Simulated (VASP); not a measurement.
A run of VASP 6.6.1:

Contents of INCAR:

```
  PREC = Accurate
  ENCUT = 520
  EDIFF = 1E-6
  ISMEAR = 0
  SIGMA = 0.15
  LREAL = F
  LASPH = T
  NELM = 60
  ALGO = Fast
  ISIF = 2
  LWAVE = F
  LCHARG = F
  GGA = PS
  NBANDS = 16
```

KPOINTS

```
regular mesh
0
Gamma
  24 24 12
```

POSCAR

```
Ir
1.0
    2.7513778946      0.0000000000      0.0000000000
   -1.3756889473      2.3827631521      0.0000000000
    0.0000000000      0.0000000000      4.4622900000
Ir
2
Direct
    0.6666666667      0.3333333333      0.7500000000
    0.3333333333      0.6666666667      0.2500000000
```

Potentials or basis: VASP PAW PBE potentials, release 64 (Ir).

The run is started by

```bash
$ cat potpaw_PBE.64/Ir/POTCAR > POTCAR
$ mpirun -np 1 vasp_std > vasp.out
```

Hardware: 1 thread of Intel(R) Xeon(R) 6975P-C (Granite Rapids), with other jobs on the host.

**Question.** Estimate the wall time of this run.

**Answer.** Run time: 2.2 min on 1 thread of Intel(R) Xeon(R) 6975P-C (Granite Rapids), with other jobs on the host, peak memory 0.28 GiB. Counts: scf iterations 18, k points 427.
